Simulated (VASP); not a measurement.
Write the native input for VASP 6.6.1 that does the following.

- Task: electric field gradients
- Functional: LDA
- Potentials or basis: VASP PAW LDA potentials, release 64 (In_d)
- Cutoff: 520 eV
- k mesh: 12 × 12 × 14
- Occupations: fermi-dirac, width 0.05 eV
- Spin: no spin polarisation
- Dipole correction: no
- Further INCAR settings: ALGO = Normal; EDIFF = 1e-08; NBANDS = 12

The structure of In lies in POSCAR:

```
In
1.0
   -1.6056495000      1.6303890000      2.4739500000
    1.6303890000     -1.6056495000      2.4739500000
    1.6219110000      1.6219110000     -2.4576885000
In
1
Direct
    0.0000000000      0.0000000000      0.0000000000
```

This cell differs from its parent crystal: equal xy, yz and zx shear strains of +1 %.

The input as run:

INCAR

```
ALGO = Normal
EDIFF = 1E-8
ENCUT = 520
ISIF = 2
ISMEAR = -1
LASPH = True
LCHARG = False
LEFG = True
LREAL = False
LWAVE = False
NBANDS = 12
NELM = 100
PREC = Accurate
SIGMA = 0.05
```

KPOINTS

```
k-points
0
Gamma
  12 12 14
```

Potentials or basis: VASP PAW LDA potentials, release 64 (In_d).

The run is started by

```bash
$ cat potpaw_LDA.64/In_d/POTCAR > POTCAR
$ mpirun -np 1 vasp_std > vasp.out
```

It gave:

* Pressure: -2.5 GPa
* Band gap on the k mesh: zero (an odd number of electrons rules out a gap without spin polarisation)
* Largest electric field gradient by atom: In +18.2 V/Å²

Caveat: the cell differs from its parent crystal (equal xy, yz and zx shear strains of +1 %); without QUAD_EFG the Cq values of the log hold for a quadrupole moment of 1 mb, not for the nuclei; spin-orbit coupling is left out, which moves the levels of the heavy elements.

It took 97 s on 1 thread of Intel(R) Xeon(R) 6975P-C (Granite Rapids), on a shared host, peak memory 0.27 GiB.
